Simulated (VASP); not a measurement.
Input of a VASP 6.6.1 run:

INCAR

```
  PREC = Accurate
  ENCUT = 520
  EDIFF = 1E-6
  ISMEAR = 1
  SIGMA = 0.1
  LREAL = False
  LASPH = True
  NELM = 120
  ALGO = Normal
  ISIF = 2
  LWAVE = False
  LCHARG = False
  LDIPOL = True
  IDIPOL = 3
  DIPOL = 0.5 0.5 0.500
  GGA = PE
  NBANDS = 91
  GGA_COMPAT = False
  NELMDL = -8
```

KPOINTS

```
Automatic mesh
0
Gamma
  6 6 1
```

Contents of POSCAR:

```
MgCu14
1.0
    3.8490653454      2.2222589133      0.0000000000
   -3.8490653454      2.2222589133      0.0000000000
    0.0000000000      0.0000000000     20.3807019766
Cu Mg
14 1
Direct
   -0.0007214612      0.0000000000      0.2920405653
    0.3340547945      0.6673881279      0.2920405653
    0.6666666667      0.3326118721      0.2920405653
    0.3277600720      1.0000000000      0.3937294471
    0.6666666667      0.6610934054      0.3937294471
    0.0055732613      0.3389065946      0.3937294471
    1.0000000000      0.6666666667      0.4999993461
    0.3333333333      0.3333333333      0.4999993461
    1.0055731355      1.0000000000      0.6062686318
    0.3277601978      0.6610935312      0.6062686318
    0.6666666667      0.3389064688      0.6062686318
    0.3340547245      1.0000000000      0.7079571349
    0.6666666667      0.6673880578      0.7079571349
    0.9992786089      0.3326119422      0.7079571349
    0.6666666667      1.0000000000      0.4999990076
```

Potentials or basis: VASP PAW PBE potentials, release 64 (Cu, Mg).

Command:

```bash
$ cat potpaw_PBE.64/Cu/POTCAR potpaw_PBE.64/Mg/POTCAR > POTCAR
$ mpirun -np 1 vasp_std > vasp.out
```

What does it give for the largest force?

0.026 eV/Å.

Estimate the band gap on the k mesh.

zero (bands 78 and 79 overlap by 3.62 eV).

Forces on the atoms (eV/Å):
```
Cu  -0.002 -0.001 -0.026
Cu   0.000  0.002 -0.026
Cu   0.002 -0.001 -0.026
Cu  -0.013 -0.007  0.001
Cu   0.013 -0.007  0.001
Cu   0.000  0.015  0.001
Cu   0.000  0.000  0.000
Cu   0.000  0.000  0.000
Cu   0.013  0.007 -0.001
Cu   0.000 -0.015 -0.001
Cu  -0.013  0.007 -0.001
Cu   0.002  0.001  0.026
Cu  -0.002  0.001  0.026
Cu   0.000 -0.002  0.026
Mg   0.000  0.000  0.000
```
